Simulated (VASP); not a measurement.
# GaCuCCl4O (P-1) in VASP: settings compared, part 2 of 2

VASP 6.6.1. The steps go on from the part before.

### Step 3. Electric field gradients, r2SCAN

POSCAR

```
GaCuCCl4O
1.0
    6.8769000000      0.0000000000      0.0000000000
    0.5222281150      6.9960358808      0.0000000000
    3.0741926905      1.1449101349      8.1219214749
Ga Cu C Cl O
2 2 2 8 2
Direct
    0.2075740295      0.7574945347      0.7642809354
    0.7924259705      0.2425054653      0.2357190646
    0.0219656277      0.7355048478      0.2215043409
    0.9780343723      0.2644951522      0.7784956591
    0.2827421598      0.7758234162      0.2144819281
    0.7172578402      0.2241765838      0.7855180719
    0.9212883295      0.7569770959      0.9892050538
    0.0787116705      0.2430229041      0.0107949462
    0.7836665615      0.9554365111      0.3868548952
    0.2163334385      0.0445634889      0.6131451048
    0.8450267924      0.4539088295      0.3826253591
    0.1549732076      0.5460911705      0.6173746409
    0.4876095073      0.6916709254      0.8209666600
    0.5123904927      0.3083290746      0.1790333400
    0.4396890218      0.8122788060      0.2181216423
    0.5603109782      0.1877211940      0.7818783577
```

INCAR.step1

```
  PREC = Accurate
  ENCUT = 520
  ISMEAR = -1
  SIGMA = 0.02
  LREAL = Auto
  LASPH = True
  NELM = 100
  NBANDS = 76
  GGA = PE
  ALGO = Normal
  EDIFF = 1E-4
  LWAVE = True
  LCHARG = False
```

INCAR.step2

```
  PREC = Accurate
  ENCUT = 520
  EDIFF = 1E-8
  ISMEAR = -1
  SIGMA = 0.02
  LREAL = Auto
  LASPH = True
  NELM = 100
  ALGO = Normal
  ISIF = 2
  LWAVE = False
  LCHARG = False
  METAGGA = R2SCAN
  LMIXTAU = True
  LEFG = True
  NBANDS = 76
  ISTART = 1
```

KPOINTS

```
Automatic mesh
0
Gamma
  3 3 3
```

Potentials or basis: VASP PAW PBE potentials, release 64 (Ga_d, Cu, C, Cl, O).

Command:

```
$ cat potpaw_PBE.64/Ga_d/POTCAR potpaw_PBE.64/Cu/POTCAR potpaw_PBE.64/C/POTCAR potpaw_PBE.64/Cl/POTCAR potpaw_PBE.64/O/POTCAR > POTCAR
$ cp INCAR.step1 INCAR
$ mpirun -np 1 vasp_std > vasp.out
$ cp INCAR.step2 INCAR
$ mpirun -np 1 vasp_std > vasp.out
```

OUTCAR:

```text
PREC = Accurate
   ENCUT = 520
   EDIFF = 1E-8
   ISMEAR = -1
   LREAL = Auto
   LASPH = True
   NELM = 100
   ISIF = 2
   METAGGA = R2SCAN
   ISTART = 1

 ion  position               nearest neighbor table
   1  0.208  0.757  0.764-  13 2.15  10 2.22  12 2.23   7 2.24
   2  0.792  0.243  0.236-  14 2.15   9 2.22  11 2.23   8 2.24
   3  0.022  0.736  0.222-   5 1.81   7 2.35  11 2.38   9 2.41
   4  0.978  0.264  0.778-   6 1.81   8 2.35  12 2.38  10 2.41
   5  0.283  0.776  0.214-  15 1.14   3 1.81
   6  0.717  0.224  0.786-  16 1.14   4 1.81
   7  0.921  0.757  0.989-   1 2.24   3 2.35
   8  0.079  0.243  0.011-   2 2.24   4 2.35
   9  0.784  0.955  0.387-   2 2.22   3 2.41
  10  0.216  0.045  0.613-   1 2.22   4 2.41
  11  0.845  0.454  0.383-   2 2.23   3 2.38
  12  0.155  0.546  0.617-   1 2.23   4 2.38
  13  0.488  0.692  0.821-   1 2.15
  14  0.512  0.308  0.179-   2 2.15
  15  0.440  0.812  0.218-   5 1.14
  16  0.560  0.188  0.782-   6 1.14

  LATTYP: Found a triclinic cell.
 ALAT       =     7.0155000000
 B/A-ratio  =     2.7361616551
 C/A-ratio  =     1.7045614447
 COS(alpha) =     0.0007052773
 COS(beta)  =     0.6584656469
 COS(gamma) =     0.7128867512

  Lattice vectors:

 A1 = (  -0.5222281150,  -6.9960358808,   0.0000000000)
 A2 = ( -11.7240635395, -12.8471616267,   8.1219214749)
 A3 = (   3.2804791945,  -8.1409460157,  -8.1219214749)

Analysis of symmetry for initial positions (statically):
=====================================================================
 Subroutine PRICEL returns:
 Original cell was already a primitive cell.

 Routine SETGRP: Setting up the symmetry group for a
 triclinic supercell.

 Subroutine GETGRP returns: Found  2 space group operations
 (whereof  2 operations were pure point group operations)
 out of a pool of  2 trial point group operations.
[... 1279 lines left out ...]
  volume of cell :      390.75
      direct lattice vectors                 reciprocal lattice vectors
     6.876900000  0.000000000  0.000000000     0.145414358 -0.010854642 -0.053510018
     0.522228115  6.996035881  0.000000000     0.000000000  0.142938089 -0.020149329
     3.074192690  1.144910135  8.121921475     0.000000000  0.000000000  0.123123574

 POSITION                                       TOTAL-FORCE (eV/Angst)
 -----------------------------------------------------------------------------------
      4.17260      6.17449      6.20743         0.008457     -0.009916     -0.012477
      6.30072      1.96645      1.91449        -0.008457      0.009916      0.012477
      1.21610      5.39922      1.79904         0.068273      0.005189     -0.010580
      9.25722      2.74173      6.32288        -0.068273     -0.005189      0.010580
      3.00891      5.67325      1.74201        -0.111118     -0.004361      0.003342
      7.46442      2.46770      6.37992         0.111118      0.004361     -0.003342
[... 8 lines left out ...]
      4.11844      5.93246      1.77157         0.020574     -0.006582     -0.003880
      6.35488      2.20848      6.35035        -0.020574      0.006582      0.003880
 -----------------------------------------------------------------------------------
    total drift:                                0.000000      0.000000      0.000000

  FREE ENERGIE OF THE ION-ELECTRON SYSTEM (eV)
  ---------------------------------------------------
  free  energy   TOTEN  =      -140.7010079708 eV

  energy  without entropy=     -140.7010079707  energy(sigma->0) =     -140.70100797

 Electric field gradients (V/A^2)
---------------------------------------------------------------------
 ion       V_xx      V_yy      V_zz      V_xy      V_xz      V_yz
---------------------------------------------------------------------
   1     -34.060    13.303    20.757    11.534   -15.413     6.333
   2     -34.060    13.303    20.757    11.534   -15.413     6.333
   3     -46.162    25.232    20.930    -9.525     1.560    -1.726
   4     -46.162    25.232    20.930    -9.525     1.560    -1.726
   5     -81.110    37.318    43.791   -28.045    -2.488    -0.378
   6     -81.110    37.318    43.791   -28.045    -2.488    -0.378
[... 8 lines left out ...]
  15     -46.099    22.920    23.179   -15.481    -0.571    -0.662
  16     -46.099    22.920    23.179   -15.481    -0.571    -0.662
---------------------------------------------------------------------

 Electric field gradients after diagonalization (V/A^2)
 (convention: |V_zz| > |V_xx| > |V_yy|)
----------------------------------------------------------------------
 ion       V_xx      V_yy      V_zz     asymmetry (V_yy - V_xx)/ V_zz
----------------------------------------------------------------------
   1      25.823    15.276   -41.099       0.257
   2      25.823    15.276   -41.099       0.257
   3      27.079    20.357   -47.436       0.142
   4      27.079    20.357   -47.436       0.142
   5      43.938    43.525   -87.463       0.005
   6      43.938    43.525   -87.463       0.005
[... 8 lines left out ...]
  15      26.322    23.097   -49.419       0.065
  16      26.322    23.097   -49.419       0.065
----------------------------------------------------------------------

           NMR quadrupolar parameters

 Cq : quadrupolar parameter    Cq=e*Q*V_zz/h
 eta: asymmetry parameters     (V_yy - V_xx)/ V_zz
 Q  : nuclear electric quadrupole moment in mb (millibarn)
----------------------------------------------------------------------
 ion       Cq(MHz)       eta       Q (mb)
----------------------------------------------------------------------
   1      -0.099       0.257       1.000
   2      -0.099       0.257       1.000
   3      -0.115       0.142       1.000
   4      -0.115       0.142       1.000
   5      -0.211       0.005       1.000
   6      -0.211       0.005       1.000
[... 8 lines left out ...]
  15      -0.119       0.065       1.000
  16      -0.119       0.065       1.000
----------------------------------------------------------------------
```

Run time: 1.7 h. Hardware: 1 thread of Intel Xeon Platinum 8375C at 2.90GHz (Ice Lake), shared host; peak memory 0.74 GiB.

What came out:

```
Free energy                             : -140.7010 eV
Pressure                                : -0.7 GPa
Largest force                           : 0.268 eV/Å
Band gap on the k mesh                  : 3.61 eV (least direct gap 3.63 eV)
Largest electric field gradient by atom : Ga -41.1; Cu -47.4; C -87.5; Cl +145.5, +158.3, +156.2, +199.2 (each value once); O -49.4 V/Å²
```

Forces on the atoms (eV/Å):
```
Ga   0.008 -0.010 -0.012
Ga  -0.008  0.010  0.012
Cu   0.068  0.005 -0.011
Cu  -0.068 -0.005  0.011
C   -0.111 -0.004  0.003
C    0.111  0.004 -0.003
Cl   0.146 -0.016 -0.135
Cl  -0.146  0.016  0.135
Cl  -0.009  0.163 -0.157
Cl   0.009 -0.163  0.157
Cl  -0.074 -0.137 -0.156
Cl   0.074  0.137  0.156
Cl  -0.262  0.044 -0.033
Cl   0.262 -0.044  0.033
O    0.021 -0.007 -0.004
O   -0.021  0.007  0.004
```

Electric field gradients, principal values (V/Å²):
```
 atom    least    middle  greatest (by size)
 1 Ga   15.276    25.823             -41.099
 2 Ga   15.276    25.823             -41.099
 3 Cu   20.357    27.079             -47.436
 4 Cu   20.357    27.079             -47.436
  5 C   43.525    43.938             -87.463
  6 C   43.525    43.938             -87.463
 7 Cl  -24.899  -120.623             145.522
 8 Cl  -24.899  -120.623             145.522
 9 Cl  -28.491  -129.773             158.264
10 Cl  -28.491  -129.773             158.264
11 Cl  -29.886  -126.349             156.235
12 Cl  -29.886  -126.349             156.235
13 Cl  -94.357  -104.881             199.238
14 Cl  -94.357  -104.881             199.238
 15 O   23.097    26.322             -49.419
 16 O   23.097    26.322             -49.419
```

Caveat: without QUAD_EFG the Cq values of the log hold for a quadrupole moment of 1 mb, not for the nuclei; the PAW data sets were made with another functional, which shifts forces and pressure a little; an odd mesh through Γ misses points on the zone boundary, where band edges can lie.
